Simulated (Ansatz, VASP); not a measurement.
**GaP: VASP beside Ansatz**

```xyz
2
Lattice="0.0000 2.9433 2.5072 2.9433 0.0000 2.5072 2.9433 2.9433 0.0000" Properties=species:S:1:pos:R:3 pbc="T T T"
Ga    0.0000    0.0000    0.0000
P     4.4149    4.4149    3.7608
```

Change from the starting cell: strain +0.080 along x and y, -0.080 along z, atoms carried along.

Alike in both runs: task single point; functional r2SCAN; k mesh 8 × 8 × 8; occupations gaussian, width 0.05 eV; no spin polarisation.

|  | VASP | Ansatz |
| --- | --- | --- |
| version | VASP 6.6.1 | Ansatz 0.2.0 |
| potentials or method | VASP PAW PBE potentials, release 64 (Ga_d, P), cutoff 520 eV | scalar-relativistic, plane waves, PAW |
| valence electrons in the cell | 18 | 18 |

|  | VASP | Ansatz | Ansatz less VASP |
| --- | --- | --- | --- |
| gap on the k mesh at the Fermi level (eV) | 0.56 | 0.55 | -0.007 |
| least direct gap on the mesh (eV) | 1.10 | 1.12 | +0.019 |
| pressure (GPa) | -5.7 | -5.7 | +0.06 |
| traceless stress, the component that is largest in VASP (GPa) | 6.45 | 6.43 | -0.019 |

VASP's potentials were made for PBE, not for r2SCAN. With one functional, cell and mesh, what is left measures potentials, basis and numerics.
